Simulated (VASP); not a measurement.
# NaCl (R3m) in VASP: single point with HSE06

Aim: the single point of NaCl with HSE06.

Program: VASP 6.6.1. These are calculated values, not measurements. Logs are shortened: lines on timing, memory, paths and dates and some standing lists are left out, and cuts for length are marked.

**1. The cell of the first run**

It takes space group R3m (No. 160, trigonal). The conventional cell has a = 4.366 Å, b = 4.366 Å, c = 10.534 Å, α = 90.00°, β = 90.00°, γ = 120.00°. Within 3.5 Å of Na (site symmetry 3m) lie 4 Cl at 2.66 Å. Within 3.5 Å of Cl (site symmetry 3m) lie 4 Na at 2.66 Å.

**2. Single point, HSE06 (strain along [111] -1.5%)**

The input, POSCAR:

```
NaCl
1.0
   -0.0308727285      3.0564001246      3.0564001246
    3.0564001246     -0.0308727285      3.0564001246
    3.0564001246      3.0564001246     -0.0308727285
Na Cl
1 1
Direct
   -0.0011866263     -0.0011866263     -0.0011866263
    0.2511866263      0.2511866263      0.2511866263
```

The input, INCAR.step1:

```
PREC     = Accurate       # precision mode
ENCUT    = 400            # plane-wave cutoff, eV
EDIFF    = 1E-5           # SCF threshold, eV
ISMEAR   = 0              # smearing method
SIGMA    = 0.01           # smearing width, eV
LREAL    = False          # projectors in reciprocal space
LASPH    = True           # aspherical terms in the spheres
NELM     = 120            # most SCF steps
ALGO     = Normal         # electronic algorithm
ISIF     = 2              # what is computed and relaxed
LWAVE    = True           # write WAVECAR
NBANDS   = 14             # bands
GGA      = PE             # functional
GGA_COMPAT= False
```

The input, INCAR.step2:

```
PREC     = Accurate       # precision mode
ENCUT    = 400            # plane-wave cutoff, eV
EDIFF    = 1E-6           # SCF threshold, eV
ISMEAR   = 0              # smearing method
SIGMA    = 0.01           # smearing width, eV
LREAL    = False          # projectors in reciprocal space
LASPH    = True           # aspherical terms in the spheres
NELM     = 120            # most SCF steps
ALGO     = Normal         # electronic algorithm
ISIF     = 2              # what is computed and relaxed
LWAVE    = False          # write WAVECAR
LCHARG   = True           # write CHGCAR
GGA      = PE             # functional
LHFCALC  = True           # exact exchange
HFSCREEN = 0.2079         # screening, 1/A
PRECFOCK = Normal       
LELF     = True           # ELF
LVHAR    = True         
NBANDS   = 14             # bands
ISTART   = 1            
GGA_COMPAT= False
```

The input, KPOINTS:

```
Automatic mesh
0
Gamma
  6 6 6
```

Potentials or basis: VASP PAW PBE potentials, release 64 (Na_pv, Cl).

Command:

```bash
$ cat potpaw_PBE.64/Na_pv/POTCAR potpaw_PBE.64/Cl/POTCAR > POTCAR
$ cp INCAR.step1 INCAR
$ mpirun -np 1 vasp_std > vasp.out
$ cp INCAR.step2 INCAR
$ mpirun -np 1 vasp_std > vasp.out
```

OUTCAR:

```text
PREC = Accurate
   ENCUT = 400
   EDIFF = 1E-6
   ISMEAR = 0
   LREAL = False
   LASPH = True
   NELM = 120
   ISIF = 2
   GGA = PE
   LHFCALC = True
   HFSCREEN = 0.2079
   PRECFOCK = Normal
   ISTART = 1

 ion  position               nearest neighbor table
   1  0.999  0.999  0.999-   2 2.66   2 2.66   2 2.66   2 2.66
   2  0.251  0.251  0.251-   1 2.66   1 2.66   1 2.66   1 2.66

  LATTYP: Found a trigonal (rhomboedric) cell.
 ALAT       =     4.3225127610
 COS(alpha) =     0.4898739989

  Lattice vectors:

 A1 = (  -0.0308727285,   3.0564001246,   3.0564001246)
 A2 = (   3.0564001246,  -0.0308727285,   3.0564001246)
 A3 = (   3.0564001246,   3.0564001246,  -0.0308727285)

Analysis of symmetry for initial positions (statically):
=====================================================================
 Subroutine PRICEL returns:
 Original cell was already a primitive cell.

 Routine SETGRP: Setting up the symmetry group for a
 trigonal (rhombohedral) supercell.

 Subroutine GETGRP returns: Found  6 space group operations
 (whereof  6 operations were pure point group operations)
 out of a pool of 12 trial point group operations.

The static configuration has the point symmetry C_3v.

Analysis of symmetry for dynamics (positions and initial velocities):
=====================================================================
 Subroutine PRICEL returns:
 Original cell was already a primitive cell.

 Routine SETGRP: Setting up the symmetry group for a
 trigonal (rhombohedral) supercell.

 Subroutine GETGRP returns: Found  6 space group operations
 (whereof  6 operations were pure point group operations)
 out of a pool of 12 trial point group operations.

The dynamic configuration has the point symmetry C_3v.

 Subroutine INISYM returns: Found  6 space group operations
 (whereof  6 operations are pure point group operations),
 and found     1 'primitive' translations

----------------------------------------------------------------------------------------

                                     Primitive cell

  volume of cell :      57.9684

  direct lattice vectors                    reciprocal lattice vectors
    -0.030872728  3.056400125  3.056400125    -0.161133127  0.162777343  0.162777343
     3.056400125 -0.030872728  3.056400125     0.162777343 -0.161133127  0.162777343
     3.056400125  3.056400125 -0.030872728     0.162777343  0.162777343 -0.161133127

  length of vectors
     4.322512761  4.322512761  4.322512761     0.280992547  0.280992547  0.280992547

  position of ions in fractional coordinates (direct lattice)
     0.998813374  0.998813374  0.998813374
     0.251186626  0.251186626  0.251186626

  ion indices of the primitive-cell ions
   primitive index   ion index
                 1           1
                 2           2

----------------------------------------------------------------------------------------

 KPOINTS: Automatic mesh

Automatic generation of k-mesh.
 Grid dimensions read from file:
 generate k-points for:    6    6    6

 Generating k-lattice:

  Cartesian coordinates                     Fractional coordinates (reciprocal lattice)
    -0.026855521  0.027129557  0.027129557     0.166666667  0.000000000  0.000000000
     0.027129557 -0.026855521  0.027129557     0.000000000  0.166666667  0.000000000
     0.027129557  0.027129557 -0.026855521     0.000000000  0.000000000  0.166666667

  Length of vectors
     0.046832091  0.046832091  0.046832091

  Shift w.r.t. Gamma in fractional coordinates (k-lattice)
     0.000000000  0.000000000  0.000000000

 Subroutine IBZKPT returns following result:
 ===========================================

 Found     32 irreducible k-points:

 Following reciprocal coordinates:
            Coordinates               Weight
  0.000000  0.000000  0.000000      1.000000
  0.166667  0.000000 -0.000000      6.000000
  0.333333  0.000000  0.000000      6.000000
  0.500000  0.000000  0.000000      3.000000
  0.166667  0.166667  0.000000      6.000000
  0.333333  0.166667  0.000000     12.000000
[... 16 lines left out ...]
  0.500000  0.500000  0.166667      6.000000
 -0.333333  0.500000  0.166667     12.000000
 [... further k-points ...]
   k-points           NKPTS =     32   k-points in BZ     NKDIM =    216   number of bands    NBANDS=     14
   number of dos      NEDOS =    301   number of ions     NIONS =      2
   total plane-waves  NPLWV =  21952
   dimension x,y,z NGX =    28 NGY =   28 NGZ =   28
   dimension x,y,z NGXF=    56 NGYF=   56 NGZF=   56
   ions per type =               1   1
   NGX,Y,Z   is equivalent  to a cutoff of  10.77, 10.77, 10.77 a.u.
   NGXF,Y,Z  is equivalent  to a cutoff of  21.54, 21.54, 21.54 a.u.
 SYSTEM =  unknown system
   PREC   = accura    normal or accurate (medium, high low for compatibility)
   ISTART =      1    job   : 0-new  1-cont  2-samecut
   ICHARG =      0    charge: 1-file 2-atom 10-const
   ISPIN  =      1    spin polarized calculation?
   LNONCOLLINEAR =      F non collinear calculations
   LSORBIT =      F    spin-orbit coupling
   LASPH  =      T    aspherical Exc in radial PAW
   ENCUT  =  400.0 eV  29.40 Ry    5.42 a.u.   7.05  7.05  7.05*2*pi/ulx,y,z
   NELM   =    120;   NELMIN=  2; NELMDL=  0     # of ELM steps
   EDIFF  = 0.1E-05   stopping-criterion for ELM
   LREAL  =      F    real-space projection
   EDIFFG = 0.1E-04   stopping-criterion for IOM
   NSW    =      0    number of steps for IOM
   IBRION =     -1    ionic relax: 0-MD 1-quasi-New 2-CG
   NFREE  =      0    steps in history (QN), initial steepest desc. (CG)
   ISIF   =      2    stress and relaxation
   ISYM   =      3    0-nonsym 1-usesym 2-fastsym
   POTIM  = 0.5000    time-step for ionic-motion
   TEBEG  =    0.0;   TEEND  =   0.0 temperature during run
   PSTRESS=    0.0 pullay stress
   NELECT =      14.0000    total number of electrons
   NUPDOWN=      -1.0000    fix difference up-down
   EMIN   =  10.00;   EMAX   =-10.00  energy-range for DOS
   EFERMI =   0.00;   METHOD = LEGACY
   ISMEAR =     0;   SIGMA  =   0.01  broadening in eV -4-tet -1-fermi 0-gaus
   EFERMI_NEDOS =   21; number of points for ismear=-14 and -15
   IALGO  =     38    algorithm
   IMIX   =      1    mixing-type and parameters
     AMIX     =   0.40;   BMIX     =  1.00
     AMIX_MAG =   1.60;   BMIX_MAG =  1.00
  volume/ion in A,a.u.               =      28.98       195.60
  Fermi-wavevector in a.u.,A,eV,Ry     =   1.019500  1.926575 14.141617  1.039380
  Thomas-Fermi vector in A             =   2.153017
   LORBIT       =      0    0 simple, 1 ext, 2 COOP (PROOUT), +10 PAW based schemes
   GGA     = PE    functional components
   LHFCALC =     T    Hartree Fock is set to
   PRECFOCK=normal    Normal, Fast or Accurate (Low or Medium for compatibility)
   ENCUT4O =  -1.0   cutoff for four orbital integrals eV
   NKREDX  =     1    reduce k-point grid by
   NKREDY  =     1    reduce k-point grid by
   NKREDZ  =     1    reduce k-point grid by
   AEXX    =    0.2500 exact exchange contribution
   HFSCREEN=    0.2079 screening length (either q_TF or 0.3 A-1)
   HFSCREENC=   0.2079 screening length for correlation (either q_TF or 0.3 A-1)
   ENCUTFOCK=  -1.0 apply spherical cutoff to Coloumb kernel
   IVDW    =     0    specifies the selected vdW correction
   LEPSILON=     F    determine dielectric tensor
   LRPA    =     F    only Hartree local field effects (RPA)
 non-spin polarized calculation
 Gauss-broadening in eV      SIGMA  =   0.01
  energy-cutoff  :      400.00
  volume of cell :       57.97
 maximum number of plane-waves:      1070
  NGX = 24; NGY = 24; NGZ = 24

 number of electron      13.9999989 magnetization

 Free energy of the ion-electron system (eV)
  ---------------------------------------------------
  ext. energy  EPLUGINS =         0.00000000
  ---------------------------------------------------
  free energy    TOTEN  =        -7.72244072 eV

  energy without entropy =       -7.72244072  energy(sigma->0) =       -7.72244072

 E-fermi :  -3.2041     XC(G=0):  -5.8020

 val. band max:       -3.3239203066   @ k =   0.0000   0.0000   0.0000
 cond. band min:       2.9235315163   @ k =   0.0000   0.0000   0.0000
 fundamental gap:      6.2474518229
 Fermi energy:        -3.2040896183

 k-point     1 :       0.0000    0.0000    0.0000
  band No.  band energies     occupation
      1     -25.9456      2.00000
      2     -25.9443      2.00000
      3     -25.9443      2.00000
      4     -16.6338      2.00000
      5      -3.3630      2.00000
      6      -3.3630      2.00000
      7      -3.3239      2.00000
      8       2.9235      0.00000
      9       9.3796      0.00000
     10       9.3796      0.00000
     11       9.5631      0.00000
     12      11.2981      0.00000
     13      11.2981      0.00000
     14      13.6183      0.00000

 k-point     2 :       0.1667    0.0000   -0.0000
  band No.  band energies     occupation
      1     -25.9482      2.00000
      2     -25.9457      2.00000
      3     -25.9446      2.00000
      4     -16.5939      2.00000
      5      -3.6897      2.00000
      6      -3.3869      2.00000
      7      -3.3555      2.00000
      8       3.5468      0.00000
      9       8.7379      0.00000
     10       9.4885      0.00000
     11       9.6445      0.00000
     12      10.7948      0.00000
     13      10.8548      0.00000
     14      12.5943      0.00000
[... 343 lines left out ...]
      1     -25.9602      2.00000
      2     -25.9496      2.00000
      3     -25.9479      2.00000
      4     -16.4292      2.00000
      5      -4.2908      2.00000
      6      -3.7658      2.00000
      7      -3.6455      2.00000
      8       5.3310      0.00000
      9       7.3111      0.00000
     10       8.4291      0.00000
     11      10.4227      0.00000
     12      10.9888      0.00000
     13      13.8035      0.00000
     14      14.0197      0.00000

 k-point    24 :      -0.3333    0.5000    0.1667
  band No.  band energies     occupation
      1     -25.9601      2.00000
      2     -25.9503      2.00000
      3     -25.9489      2.00000
      4     -16.4168      2.00000
      5      -4.2256      2.00000
      6      -3.8714      2.00000
      7      -3.7129      2.00000
      8       5.5355      0.00000
      9       7.4738      0.00000
     10       8.5828      0.00000
     11       9.3766      0.00000
     12      12.0040      0.00000
     13      13.3011      0.00000
     14      13.6738      0.00000

 [... further k-points ...]

------------------------ aborting loop because EDIFF is reached ----------------------------------------

  FORCE on cell =-STRESS in cart. coord.  units (eV):
  Direction    XX          YY          ZZ          XY          YZ          ZX
  --------------------------------------------------------------------------------------
  -------------------------------------------------------------------------------------
  Total        0.2050000      0.2050000      0.2050000      0.0194499      0.0194499      0.0194499
  in kB        5.6659551      5.6659551      5.6659551      0.5375709      0.5375709      0.5375709
  external PRESSURE =       5.6659551 kB  Pullay stress =       0.0000000 kB

 VOLUME and BASIS-vectors are now :
 -----------------------------------------------------------------------------
  energy-cutoff  :      400.00
  volume of cell :       57.97
      direct lattice vectors                 reciprocal lattice vectors
    -0.030872728  3.056400125  3.056400125    -0.161133127  0.162777343  0.162777343
     3.056400125 -0.030872728  3.056400125     0.162777343 -0.161133127  0.162777343
     3.056400125  3.056400125 -0.030872728     0.162777343  0.162777343 -0.161133127

 POSITION                                       TOTAL-FORCE (eV/Angst)
 -----------------------------------------------------------------------------------
      6.07471      6.07471      6.07471        -0.000859     -0.000859     -0.000859
      1.52770      1.52770      1.52770         0.000859      0.000859      0.000859
 -----------------------------------------------------------------------------------
    total drift:                               -0.000613     -0.000612     -0.000610

  FREE ENERGIE OF THE ION-ELECTRON SYSTEM (eV)
  ---------------------------------------------------
  free  energy   TOTEN  =        -7.7224407239 eV

  energy  without entropy=       -7.7224407239  energy(sigma->0) =       -7.72244072
```

Wall time 28 min (1 thread of Intel Xeon Platinum 8259CL at 2.50GHz (Skylake/Cascade Lake), shared host); peak memory 0.27 GiB.

What came out:

```yaml
Free_energy: -7.7224 eV
Pressure: 0.6 GPa
Band_gap_on_the_k_mesh: 6.25 eV
```

Caveat: the cell differs from its parent crystal (strain along [111] -1.5%); the structure was generated, so it needn't be the stable form of NaCl; the PAW data sets were made with another functional, which shifts forces and pressure a little.
